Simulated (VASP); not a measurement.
A run of VASP 6.6.1 is set up as follows.

File INCAR:

```
SYSTEM = Ga7BSb8
ALGO = Normal
EDIFF = 1E-7
EDIFFG = -0.02
ENCUT = 450
GGA = PE
GGA_COMPAT = .FALSE.
IBRION = 2
ISIF = 2
ISMEAR = -1
LASPH = .TRUE.
LCHARG = .FALSE.
LREAL = .FALSE.
LWAVE = .FALSE.
NELM = 120
NELMIN = 4
NSW = 45
PREC = Accurate
SIGMA = 0.02
```

The input KPOINTS:

```
k-points
0
G
  2 2 2
  0 0 0
```

Contents of POSCAR:

```
Ga7BSb8
1.0
    0.0000000000      6.1180000000      6.1180000000
    6.1180000000      0.0000000000      6.1180000000
    6.1180000000      6.1180000000      0.0000000000
B Sb Ga
1 8 7
Direct
    0.0000000000      0.0000000000      0.0000000000
    0.1250000000      0.1250000000      0.1250000000
    0.1250000000      0.1250000000      0.6250000000
    0.1250000000      0.6250000000      0.1250000000
    0.1250000000      0.6250000000      0.6250000000
    0.6250000000      0.1250000000      0.1250000000
    0.6250000000      0.1250000000      0.6250000000
    0.6250000000      0.6250000000      0.1250000000
    0.6250000000      0.6250000000      0.6250000000
    0.0000000000      0.0000000000      0.5000000000
    0.0000000000      0.5000000000      0.0000000000
    0.0000000000      0.5000000000      0.5000000000
    0.5000000000      0.0000000000      0.0000000000
    0.5000000000      0.0000000000      0.5000000000
    0.5000000000      0.5000000000      0.0000000000
    0.5000000000      0.5000000000      0.5000000000
```

Potentials or basis: VASP PAW PBE potentials, release 64 (B, Sb, Ga_d).

Command:

```console
$ cat potpaw_PBE.64/B/POTCAR potpaw_PBE.64/Sb/POTCAR potpaw_PBE.64/Ga_d/POTCAR > POTCAR
$ mpirun -np 1 vasp_std > vasp.out
```

**Question.** What does it give for the energy gained by relaxing?

**Answer.** 47.1 meV/atom.

**Question.** What does it give for the band gap on the k mesh?

**Answer.** Zero (filled and empty bands touch).

The path:
| step | energy change (eV) | largest force (eV/Å) | pressure (GPa) |
| --- | --- | --- | --- |
| 1 | 0.0000 | 1.5910 | 0.63 |
| 2 | -0.4150 | 1.1005 | 0.35 |
| 3 | -0.7502 | 0.0860 | 0.15 |
| 4 | -0.7501 | 0.0861 | 0.15 |
| 5 | -0.7522 | 0.0372 | 0.13 |
| 6 | -0.7527 | 0.0308 | 0.12 |
| 7 | -0.7530 | 0.0109 | 0.11 |

Caveat: the k points lie up to 0.44 Å⁻¹ apart; spin-orbit coupling is left out, which moves the levels of the heavy elements.
